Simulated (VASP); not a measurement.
# LiCl: relaxation of cell and atoms with PBE

Crystal: LiCl.

```
CELL_PARAMETERS angstrom
3.58030 0.00000 0.00000
-1.79015 3.10063 0.00000
0.00000 0.00000 11.79774
ATOMIC_POSITIONS crystal
Li 0.33333 0.66667 0.87500
Li 0.66667 0.33333 0.12500
Li 0.66667 0.33333 0.37500
Li 0.33333 0.66667 0.62500
Cl 0.66667 0.33333 0.75000
Cl 0.00000 0.00000 0.00000
Cl 0.33333 0.66667 0.25000
Cl 0.00000 0.00000 0.50000
```

| Property | Result |
| --- | --- |
| Program | VASP 6.6.1 |
| Task | relaxation of cell and atoms |
| Functional | PBE |
| Potentials or basis | VASP PAW PBE potentials, release 64 (Li_sv, Cl) |
| Cutoff | 600 eV |
| k mesh | 6 × 6 × 2 |
| Occupations | gaussian, width 0.02 eV |
| Spin | no spin polarisation |
| Dipole correction | no |
| Further INCAR settings | ALGO = Normal; EDIFF = 1e-06; IBRION = 2; EDIFFG = -0.01; NSW = 100; ISIF = 3 |

| Quantity | Value |
| --- | --- |
| Relaxed volume | 17.00 Å³/atom |
| Relaxed cell | a = 3.615 Å, b = 3.615 Å, c = 12.021 Å, α = 90.00°, β = 90.00°, γ = 120.00° |
| Space group after relaxing (to 0.05 Å) | P6_3/mmc (No. 194) |
| Energy gained by relaxing | 3.2 meV/atom |
| Ionic steps | 6 |
| Pressure after relaxing | 0.0 GPa |
| Band gap on the k mesh | 6.25 eV, direct |

Stress tensor (GPa, compression positive):
```
 0.05  0.00  0.00
 0.00  0.05  0.00
 0.00  0.00 -0.05
```

Step by step:
```
step  energy change (eV)  largest force (eV/Å)  pressure (GPa)  volume (Å³)
   1              0.0000                0.0974            1.32       130.97
   2             -0.0178                0.0731            0.62       133.55
   3             -0.0242                0.0495           -0.03       136.20
   4             -0.0243                0.0482           -0.06       136.35
   5             -0.0249                0.0348           -0.04       136.26
   6             -0.0254                0.0013            0.02       136.02
```

Final structure:
```yaml
crystal:
  lattice:
    - [3.61467, 0.00000, 0.00000]
    - [-1.80734, 3.13040, 0.00000]
    - [0.00000, 0.00000, 12.02104]
  atoms:
    - { symbol: Li, position: [0.33333, 0.66667, 0.87666] }
    - { symbol: Li, position: [0.66667, 0.33333, 0.12334] }
    - { symbol: Li, position: [0.66667, 0.33333, 0.37666] }
    - { symbol: Li, position: [0.33333, 0.66667, 0.62334] }
    - { symbol: Cl, position: [0.66667, 0.33333, 0.75000] }
    - { symbol: Cl, position: [0.00000, 0.00000, 0.00000] }
    - { symbol: Cl, position: [0.33333, 0.66667, 0.25000] }
    - { symbol: Cl, position: [0.00000, 0.00000, 0.50000] }
```

Levels at points of the mesh, in eV from the valence-band top:
| k point | band 16 | band 17 | band 18 | band 19 | band 20 | band 21 | band 22 | band 23 | band 24 | band 25 |
| --- | --- | --- | --- | --- | --- | --- | --- | --- | --- | --- |
| (0.00, 0.00, 0.00) | -0.12 | -0.06 | -0.06 | 0.00 | 0.00 | 6.25 | 6.73 | 7.13 | 7.14 | 9.81 |
| (0.50, 0.00, 0.00) | -0.89 | -0.80 | -0.64 | -0.46 | -0.29 | 6.79 | 7.44 | 8.15 | 8.17 | 8.72 |
| (0.00, 0.00, 0.50) | -0.25 | -0.03 | -0.03 | -0.03 | -0.03 | 6.70 | 6.70 | 6.90 | 6.90 | 9.99 |
| (0.50, 0.00, 0.50) | -1.00 | -0.71 | -0.71 | -0.42 | -0.42 | 7.23 | 7.23 | 8.13 | 8.13 | 8.53 |

Wall time 4.5 min on 1 thread of Intel(R) Xeon(R) Platinum 8488C (Sapphire Rapids), with other jobs on the host, peak memory 0.29 GiB.

Caveat: the cutoff is under 1.25 times the usual one of these potentials, so pressure, stress and relaxed cells hold a basis-set (Pulay) error. As with any semilocal functional, this PBE gap is likely too small.
